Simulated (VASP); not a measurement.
**PbO2: single point with PBE**

PbO2:

```xyz
6
Lattice="4.9838 0.0000 0.0000 0.0000 4.9838 0.0000 0.0000 0.0000 3.2713" Properties=species:S:1:pos:R:3 pbc="T T T"
Pb    0.0000    0.0000    0.0000
Pb    2.4919    2.4919    1.6357
O     1.5229    1.5229    0.0000
O     0.9690    4.0148    1.6357
O     4.0148    0.9690    1.6357
O     3.4610    3.4610    0.0000
```

This cell differs from its parent crystal: uniaxial z strain -4.0%.

| Quantity | Value |
| --- | --- |
| Program | VASP 6.6.1 |
| Task | single point |
| Functional | PBE |
| Potentials or basis | VASP PAW PBE potentials, release 64 (Pb_d, O) |
| Cutoff | 520 eV |
| k mesh | 6 × 6 × 8 |
| Occupations | fermi-dirac, width 0.02 eV |
| Spin | no spin polarisation |

- Pressure: 14.9 GPa
- Largest force: 0.084 eV/Å
- Band gap on the k mesh: 0.11 eV (least direct gap 0.32 eV)

Forces in eV/Å, atoms in the order of the input:
```
Pb   0.000  0.000  0.000
Pb   0.000  0.000  0.000
O   -0.059 -0.059  0.000
O    0.059 -0.059  0.000
O   -0.059  0.059  0.000
O    0.059  0.059  0.000
```

Stress tensor (GPa, compression positive):
```
12.04  0.00  0.00
 0.00 12.04  0.00
 0.00  0.00 20.65
```

Levels at points of the mesh, in eV from the valence-band top:
| k point | band 24 | band 25 | band 26 | band 27 | band 28 | band 29 |
| --- | --- | --- | --- | --- | --- | --- |
| (0.00, 0.00, 0.00) | -0.45 | -0.45 | -0.22 | 0.11 | 4.97 | 6.32 |
| (0.50, 0.00, 0.00) | -0.50 | -0.40 | -0.40 | 2.81 | 2.81 | 7.00 |
| (0.50, 0.50, 0.00) | -0.54 | -0.50 | -0.50 | 3.38 | 3.38 | 7.23 |
| (0.00, 0.00, 0.50) | -1.18 | -0.80 | -0.80 | 4.18 | 4.18 | 9.07 |
| (0.50, 0.00, 0.50) | -0.85 | -0.16 | -0.16 | 4.47 | 4.47 | 7.50 |
| (0.50, 0.50, 0.50) | -0.68 | -0.59 | -0.59 | 3.14 | 3.14 | 8.62 |

Wall time 110 s on 1 thread of Intel(R) Xeon(R) Platinum 8259CL CPU @ 2.50GHz (Skylake/Cascade Lake), on a shared host, peak memory 0.25 GiB.

Caveat: the cell differs from its parent crystal (uniaxial z strain -4.0%); the cell stands under pressure; spin-orbit coupling is left out, which moves the levels of the heavy elements. A k mesh can miss the band edges.
